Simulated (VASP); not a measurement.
Input of a VASP 6.6.1 run:

The input POSCAR:

```
BN
1.0
    2.6009632452     -0.0012187544      0.0000000000
   -1.3014863509      2.1481329952      0.0000000000
    0.0000000000      0.0000000000      6.8720592528
B N
2 2
Direct
    0.3419266438      0.6841005342      0.2500000000
    0.6580733562      0.3158994658      0.7500000000
    0.3220549604      0.6437063556      0.7500000000
    0.6779450396      0.3562936444      0.2500000000
```

INCAR.step1

```
SYSTEM = BN
PREC = Accurate
ENCUT = 520
ISMEAR = 0
SIGMA = 0.02
LREAL = .FALSE.
LASPH = .TRUE.
NELM = 100
NBANDS = 16
GGA = PE
ALGO = Normal
EDIFF = 1E-4
LWAVE = .TRUE.
LCHARG = .FALSE.
```

The input INCAR.step2:

```
SYSTEM = BN
PREC = Accurate
ENCUT = 520
EDIFF = 1E-7
ISMEAR = 0
SIGMA = 0.02
LREAL = .FALSE.
LASPH = .TRUE.
NELM = 100
ALGO = Normal
ISIF = 2
LWAVE = .FALSE.
LCHARG = .FALSE.
METAGGA = R2SCAN
LMIXTAU = .TRUE.
NBANDS = 16
ISTART = 1
```

File KPOINTS:

```
regular mesh
0
G
  12 12 4
  0 0 0
```

Potentials or basis: VASP PAW PBE potentials, release 64 (B, N).

The run is started by

```sh
$ cat potpaw_PBE.64/B/POTCAR potpaw_PBE.64/N/POTCAR > POTCAR
$ cp INCAR.step1 INCAR
$ mpirun -np 1 vasp_std > vasp.out
$ cp INCAR.step2 INCAR
$ mpirun -np 1 vasp_std > vasp.out
```

**Question.** Estimate the band gap on the k mesh.

**Answer.** 4.71 eV (least direct gap 5.14 eV).

**Question.** What does it give for the pressure?

**Answer.** -9.8 GPa.

**Question.** What does it give for the largest force?

**Answer.** 0.005 eV/Å.

Stress tensor (GPa, compression positive):
```
-29.88   0.32   0.00
  0.32   0.84   0.00
  0.00   0.00  -0.25
```

Caveat: the cell stands under tension; the PAW data sets were made with another functional, which shifts forces and pressure a little. A k mesh can miss the band edges.
